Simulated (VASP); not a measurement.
# Ti (Pm-3m) in VASP: a series of runs

Ti is run at these levels: PBEsol; tasks: single point.

All numbers are computed with VASP 6.6.1; they aren't measurements. Logs are shortened: lines on timing, memory, paths and dates and some standing lists are left out, and cuts for length are marked.

### 1 The cell of the first run

Symmetry: Pm-3m, No. 221, cubic system. Conventional cell: a = 2.087 Å, b = 2.087 Å, c = 2.087 Å, α = 90.00°, β = 90.00°, γ = 90.00°. Ti (site symmetry m-3m) has 6 Ti at 2.09 Å within 2.8 Å.

### 2 Single point, PBEsol (volume scaled by 0.52)

INCAR

```
PREC = Accurate
ENCUT = 520
EDIFF = 1E-6
ISMEAR = -1
SIGMA = 0.08
LREAL = False
LASPH = True
NELM = 60
ALGO = Normal
ISIF = 2
LWAVE = False
LCHARG = True
GGA = PS
LELF = True
LVHAR = True
NBANDS = 12
```

KPOINTS

```
regular mesh
0
Gamma
  14 14 14
```

POSCAR

```
Ti
1.0
    2.0874116337      0.0000000000      0.0000000000
    0.0000000000      2.0874116337      0.0000000000
    0.0000000000      0.0000000000      2.0874116337
Ti
1
Direct
    0.0000000000      0.0000000000      0.0000000000
```

Potentials or basis: VASP PAW PBE potentials, release 64 (Ti_sv).

On the command line:

```sh
$ cat potpaw_PBE.64/Ti_sv/POTCAR > POTCAR
$ mpirun -np 1 vasp_std > vasp.out
```

OUTCAR:

```text
PREC = Accurate
   ENCUT = 520
   EDIFF = 1E-6
   ISMEAR = -1
   LREAL = False
   LASPH = True
   NELM = 60
   ISIF = 2
   GGA = PS

 ion  position               nearest neighbor table
   1  0.000  0.000  0.000-

  LATTYP: Found a simple cubic cell.
 ALAT       =     2.0874116337

  Lattice vectors:

 A1 = (   2.0874116337,   0.0000000000,   0.0000000000)
 A2 = (   0.0000000000,   2.0874116337,   0.0000000000)
 A3 = (   0.0000000000,   0.0000000000,   2.0874116337)

Analysis of symmetry for initial positions (statically):
=====================================================================
 Subroutine PRICEL returns:
 Original cell was already a primitive cell.

 Routine SETGRP: Setting up the symmetry group for a
 simple cubic supercell.

 Subroutine GETGRP returns: Found 48 space group operations
 (whereof 48 operations were pure point group operations)
 out of a pool of 48 trial point group operations.

The static configuration has the point symmetry O_h .

Analysis of symmetry for dynamics (positions and initial velocities):
=====================================================================
 Subroutine PRICEL returns:
 Original cell was already a primitive cell.

 Routine SETGRP: Setting up the symmetry group for a
 simple cubic supercell.

 Subroutine GETGRP returns: Found 48 space group operations
 (whereof 48 operations were pure point group operations)
 out of a pool of 48 trial point group operations.

The dynamic configuration has the point symmetry O_h .

 Subroutine INISYM returns: Found 48 space group operations
 (whereof 48 operations are pure point group operations),
 and found     1 'primitive' translations

----------------------------------------------------------------------------------------

                                     Primitive cell

  volume of cell :       9.0955

  direct lattice vectors                    reciprocal lattice vectors
     2.087411634  0.000000000  0.000000000     0.479062195  0.000000000  0.000000000
     0.000000000  2.087411634  0.000000000     0.000000000  0.479062195  0.000000000
     0.000000000  0.000000000  2.087411634     0.000000000  0.000000000  0.479062195

  length of vectors
     2.087411634  2.087411634  2.087411634     0.479062195  0.479062195  0.479062195

  position of ions in fractional coordinates (direct lattice)
     0.000000000  0.000000000  0.000000000

  ion indices of the primitive-cell ions
   primitive index   ion index
                 1           1

----------------------------------------------------------------------------------------

 KPOINTS: regular mesh

Automatic generation of k-mesh.
 Grid dimensions read from file:
 generate k-points for:   14   14   14

 Generating k-lattice:

  Cartesian coordinates                     Fractional coordinates (reciprocal lattice)
     0.034218728  0.000000000  0.000000000     0.071428571  0.000000000  0.000000000
     0.000000000  0.034218728  0.000000000     0.000000000  0.071428571  0.000000000
     0.000000000  0.000000000  0.034218728     0.000000000  0.000000000  0.071428571

  Length of vectors
     0.034218728  0.034218728  0.034218728

  Shift w.r.t. Gamma in fractional coordinates (k-lattice)
     0.000000000  0.000000000  0.000000000

 Subroutine IBZKPT returns following result:
 ===========================================

 Found    120 irreducible k-points:

 Following reciprocal coordinates:
            Coordinates               Weight
  0.000000  0.000000  0.000000      1.000000
  0.071429  0.000000  0.000000      6.000000
  0.142857  0.000000  0.000000      6.000000
  0.214286  0.000000  0.000000      6.000000
  0.285714  0.000000  0.000000      6.000000
  0.357143  0.000000  0.000000      6.000000
[... 16 lines left out ...]
  0.285714  0.214286  0.000000     24.000000
  0.357143  0.214286  0.000000     24.000000
 [... further k-points ...]
   k-points           NKPTS =    120   k-points in BZ     NKDIM =    120   number of bands    NBANDS=     12
   number of dos      NEDOS =    301   number of ions     NIONS =      1
   total plane-waves  NPLWV =   4096
   dimension x,y,z NGX =    16 NGY =   16 NGZ =   16
   dimension x,y,z NGXF=    32 NGYF=   32 NGZF=   32
   ions per type =               1
   NGX,Y,Z   is equivalent  to a cutoff of  12.74, 12.74, 12.74 a.u.
   NGXF,Y,Z  is equivalent  to a cutoff of  25.49, 25.49, 25.49 a.u.
 SYSTEM =  unknown system
   PREC   = accura    normal or accurate (medium, high low for compatibility)
   ISTART =      0    job   : 0-new  1-cont  2-samecut
   ICHARG =      2    charge: 1-file 2-atom 10-const
   ISPIN  =      1    spin polarized calculation?
   LNONCOLLINEAR =      F non collinear calculations
   LSORBIT =      F    spin-orbit coupling
   LASPH  =      T    aspherical Exc in radial PAW
   ENCUT  =  520.0 eV  38.22 Ry    6.18 a.u.   3.88  3.88  3.88*2*pi/ulx,y,z
   NELM   =     60;   NELMIN=  2; NELMDL= -5     # of ELM steps
   EDIFF  = 0.1E-05   stopping-criterion for ELM
   LREAL  =      F    real-space projection
   EDIFFG = 0.1E-04   stopping-criterion for IOM
   NSW    =      0    number of steps for IOM
   IBRION =     -1    ionic relax: 0-MD 1-quasi-New 2-CG
   NFREE  =      0    steps in history (QN), initial steepest desc. (CG)
   ISIF   =      2    stress and relaxation
   ISYM   =      2    0-nonsym 1-usesym 2-fastsym
   POTIM  = 0.5000    time-step for ionic-motion
   TEBEG  =    0.0;   TEEND  =   0.0 temperature during run
   PSTRESS=    0.0 pullay stress
   NELECT =      12.0000    total number of electrons
   NUPDOWN=      -1.0000    fix difference up-down
   EMIN   =  10.00;   EMAX   =-10.00  energy-range for DOS
   EFERMI =   0.00;   METHOD = LEGACY
   ISMEAR =    -1;   SIGMA  =   0.08  broadening in eV -4-tet -1-fermi 0-gaus
   EFERMI_NEDOS =   21; number of points for ismear=-14 and -15
   IALGO  =     38    algorithm
   IMIX   =      4    mixing-type and parameters
     AMIX     =   0.40;   BMIX     =  1.00
     AMIX_MAG =   1.60;   BMIX_MAG =  1.00
  volume/ion in A,a.u.               =       9.10        61.38
  Fermi-wavevector in a.u.,A,eV,Ry     =   1.795535  3.393069 43.864435  3.223945
  Thomas-Fermi vector in A             =   2.857267
   LORBIT       =      0    0 simple, 1 ext, 2 COOP (PROOUT), +10 PAW based schemes
   GGA     = PS    functional components
   LHFCALC =     F    Hartree Fock is set to
   AEXX    =    0.0000 exact exchange contribution
   IVDW    =     0    specifies the selected vdW correction
   LEPSILON=     F    determine dielectric tensor
   LRPA    =     F    only Hartree local field effects (RPA)
 non-spin polarized calculation
  energy-cutoff  :      520.00
  volume of cell :        9.10
 maximum number of plane-waves:       280
 NGX is ok and might be reduce to    16
   NGX =  7   NGY =  7   NGZ =  7

 number of electron      11.9999995 magnetization

 Free energy of the ion-electron system (eV)
  ---------------------------------------------------
  ext. energy  EPLUGINS =         0.00000000
  ---------------------------------------------------
  free energy    TOTEN  =        -4.75665486 eV

  energy without entropy =       -4.73949826  energy(sigma->0) =       -4.74807656

 E-fermi :  16.7647     XC(G=0): -15.0425

 val. band max:       16.7540942585   @ k =   0.4286   0.4286   0.0000
 cond. band min:      16.7776403580   @ k =   0.5000   0.4286   0.2143
 fundamental gap:      0.0235460995
 Fermi energy:        16.7646731404

 k-point     1 :       0.0000    0.0000    0.0000
  band No.  band energies     occupation
      1     -40.4683      2.00000
      2     -13.3984      2.00000
      3     -13.3984      2.00000
      4     -13.3984      2.00000
      5      10.8965      2.00000
      6      12.9343      2.00000
      7      12.9343      2.00000
      8      24.6862      0.00000
      9      24.6862      0.00000
     10      24.6862      0.00000
     11      42.3587      0.00000
     12      42.3587      0.00000

 k-point     2 :       0.0714    0.0000    0.0000
  band No.  band energies     occupation
      1     -40.4141      2.00000
      2     -13.7074      2.00000
      3     -13.3724      2.00000
      4     -13.3724      2.00000
      5      11.1521      2.00000
      6      13.0055      2.00000
      7      13.2876      2.00000
      8      24.3808      0.00000
      9      24.3808      0.00000
     10      24.7086      0.00000
     11      41.0668      0.00000
     12      42.7656      0.00000

 k-point     3 :       0.1429    0.0000    0.0000
  band No.  band energies     occupation
      1     -40.2592      2.00000
      2     -14.5347      2.00000
      3     -13.2990      2.00000
      4     -13.2990      2.00000
      5      11.7642      2.00000
      6      13.2096      2.00000
      7      14.3625      2.00000
      8      23.5820      0.00000
      9      23.5820      0.00000
     10      24.7718      0.00000
     11      38.5578      0.00000
     12      43.8731      0.00000
[... 286 lines left out ...]
 k-point    23 :       0.2857    0.2143    0.0000
  band No.  band energies     occupation
      1     -39.3297      2.00000
      2     -16.4709      2.00000
      3     -15.1691      2.00000
      4     -12.8751      2.00000
      5      13.9135      2.00000
      6      15.1673      2.00000
      7      18.3690      0.00000
      8      21.6253      0.00000
      9      21.8172      0.00000
     10      23.0871      0.00000
     11      35.1696      0.00000
     12      39.5351      0.00000

 k-point    24 :       0.3571    0.2143    0.0000
  band No.  band energies     occupation
      1     -39.0778      2.00000
      2     -17.4209      2.00000
      3     -15.0089      2.00000
      4     -12.7678      2.00000
      5      13.8593      2.00000
      6      15.2986      2.00000
      7      18.8841      0.00000
      8      21.0258      0.00000
      9      22.9780      0.00000
     10      23.2212      0.00000
     11      33.5515      0.00000
     12      39.9134      0.00000

 [... further k-points ...]

------------------------ aborting loop because EDIFF is reached ----------------------------------------

  FORCE on cell =-STRESS in cart. coord.  units (eV):
  Direction    XX          YY          ZZ          XY          YZ          ZX
  --------------------------------------------------------------------------------------
  -------------------------------------------------------------------------------------
  Total       10.2151734     10.2151734     10.2151734      0.0000000      0.0000000      0.0000000
  in kB     1799.4178642   1799.4178642   1799.4178642      0.0000000      0.0000000      0.0000000
  external PRESSURE =    1799.4178642 kB  Pullay stress =       0.0000000 kB

 VOLUME and BASIS-vectors are now :
 -----------------------------------------------------------------------------
  energy-cutoff  :      520.00
  volume of cell :        9.10
      direct lattice vectors                 reciprocal lattice vectors
     2.087411634  0.000000000  0.000000000     0.479062195  0.000000000  0.000000000
     0.000000000  2.087411634  0.000000000     0.000000000  0.479062195  0.000000000
     0.000000000  0.000000000  2.087411634     0.000000000  0.000000000  0.479062195

 POSITION                                       TOTAL-FORCE (eV/Angst)
 -----------------------------------------------------------------------------------
      0.00000      0.00000      0.00000         0.000000      0.000000      0.000000
 -----------------------------------------------------------------------------------
    total drift:                               -0.000000      0.000000      0.000000

  FREE ENERGIE OF THE ION-ELECTRON SYSTEM (eV)
  ---------------------------------------------------
  free  energy   TOTEN  =        -4.7566548586 eV

  energy  without entropy=       -4.7394982598  energy(sigma->0) =       -4.74807656
```

Run time: 8.2 s. Hardware: 1 thread of AMD EPYC 7R43 (Zen 3), shared host; peak memory 0.09 GiB.

What came out:

- Free energy: -4.7567 eV
- Pressure: 179.9 GPa
- Band gap on the k mesh: zero (band 6 reaches 18.46 eV, above the bottom of band 7 at 12.55 eV)

Caveat: the PAW data sets were made with another functional, which shifts forces and pressure a little.

(Part 1 of 2 ends here.)
